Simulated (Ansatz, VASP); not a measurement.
**One calculation of Al3Ni5, two programs**

File INCAR:

```
PREC = Accurate
ENCUT = 520
EDIFF = 1E-6
ISMEAR = 0
SIGMA = 0.15
LREAL = False
LASPH = True
NELM = 80
ALGO = Fast
ISIF = 2
LWAVE = False
LCHARG = False
GGA = PS
NBANDS = 40
```

File KPOINTS:

```
regular mesh
0
Gamma
  8 8 10
```

File POSCAR:

```
Al3Ni5
1.0
    3.2933322733     -3.6919375996      0.0000000000
    3.2933322733      3.6919375996      0.0000000000
    0.0000000000      0.0000000000      3.7203545688
Al Ni
3 5
Direct
    0.5052023983      0.4947976017      0.0000000000
    0.7794072796      0.2205927204      0.5000000000
    0.2200295220      0.7799704780      0.5000000000
   -0.0052153280      0.0052153280      0.0000000000
    0.0082197846      0.5068889227      0.0000000000
    0.4931110773     -0.0082197846      0.0000000000
    0.2771132127      0.2753614013      0.5000000000
    0.7246385987      0.7228867873      0.5000000000
```

Input for Ansatz:

```yaml
crystal:
  lattice:
    - [3.2933322733, -3.6919375996, 0.0]
    - [3.2933322733, 3.6919375996, 0.0]
    - [0.0, 0.0, 3.7203545688]
  atoms:
    - { symbol: Al, position: [0.5052023983, 0.4947976017, 0.0] }
    - { symbol: Al, position: [0.7794072796, 0.2205927204, 0.5] }
    - { symbol: Al, position: [0.220029522, 0.779970478, 0.5] }
    - { symbol: Ni, position: [-0.005215328, 0.005215328, 0.0] }
    - { symbol: Ni, position: [0.0082197846, 0.5068889227, 0.0] }
    - { symbol: Ni, position: [0.4931110773, -0.0082197846, 0.0] }
    - { symbol: Ni, position: [0.2771132127, 0.2753614013, 0.5] }
    - { symbol: Ni, position: [0.7246385987, 0.7228867873, 0.5] }
basis:
  ecutwfc: 420
kpoints:
  mp_grid: { grid: [8, 8, 10] }
hamiltonian:
  xc: pbesol
scf:
  occupations: { method: gaussian, width: 0.15 }
output:
  forces: true
  stress: true
  eigenvalues: true
```

Change from the starting cell: mode 4 (125.4 1/cm) frozen in, largest displacement +0.050 Å.

Alike in both runs: task single point; functional PBEsol; k mesh 8 × 8 × 10; occupations gaussian, width 0.15 eV; no spin polarisation.

```csv
,VASP,Ansatz
version,VASP 6.6.1,Ansatz 0.2.0
potentials or method,"VASP PAW PBE potentials, release 64 (Al, Ni), cutoff 520 eV","scalar-relativistic, plane waves, PAW"
valence electrons in the cell,59,99
```

|  | VASP | Ansatz | Ansatz less VASP |
| --- | --- | --- | --- |
| gap on the k mesh at the Fermi level (eV) | none | none | - |
| pressure (GPa) | 0.3 | 0.1 | -0.19 |
| traceless stress, the component that is largest in VASP (GPa) | -0.35 | -0.21 | +0.142 |
| rms of the force components (eV/Å) | 0.059 | 0.058 | -0.0007 |

VASP's potentials were made for PBE, not for PBEsol. Atom by atom the forces differ by 0.003 eV/Å (rms over components). A gap of «none» marks a metal or a gap that the smearing closes. VASP's potentials hold 59 valence electrons a cell and Ansatz's 99, so a difference there can come from the potentials and not from the codes.
